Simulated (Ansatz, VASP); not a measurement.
# MnO2: VASP beside Ansatz

```
Mn O
1.0
     4.44844    0.00000    0.00000
     0.00000    4.44844    0.00000
     0.00000    0.00000    2.87633
Mn O
2 4
Direct
  0.00000 0.00000 0.00000
  0.50000 0.50000 0.50000
  0.30540 0.30540 0.00000
  0.19460 0.80540 0.50000
  0.69460 0.69460 0.00000
  0.80540 0.19460 0.50000
```

Alike in both runs: functional PBE; k mesh 4 × 4 × 6; occupations gaussian, width 0.1 eV; collinear spin.

Ansatz relaxed the structure, and its values are those at the end. VASP's run is a single point on that final structure, the one shown.

```csv
,VASP,Ansatz
version,VASP 6.6.1,Ansatz 0.2.0
potentials or method,"VASP PAW PBE potentials, release 64 (Mn_pv, O), cutoff 600 eV","scalar-relativistic, plane waves, PAW"
valence electrons in the cell,50,54
```

Ansatz gave:

```
gap on the k mesh at the Fermi level (eV)                     : none
pressure (GPa)                                                : 0.2
rms of the force components (eV/Å)                            : 0.003
net moment per atom (μB)                                      : 1.00
size of the moment on the site where the two differ most (μB) : 2.39
```

Problem. Estimate VASP's values.

Solution. gap on the k mesh at the Fermi level (eV): none; pressure (GPa): 0.7; rms of the force components (eV/Å): 0.012; net moment per atom (μB): 1.00; size of the moment on the site where the two differ most (μB): 2.71.

Site moments also hang on the region over which each program counts them. A gap of «none» marks a metal or a gap that the smearing closes. VASP's potentials hold 50 valence electrons a cell and Ansatz's 54, so a difference there can come from the potentials and not from the codes.

The k mesh is coarse, so the values compare programs but aren't converged.
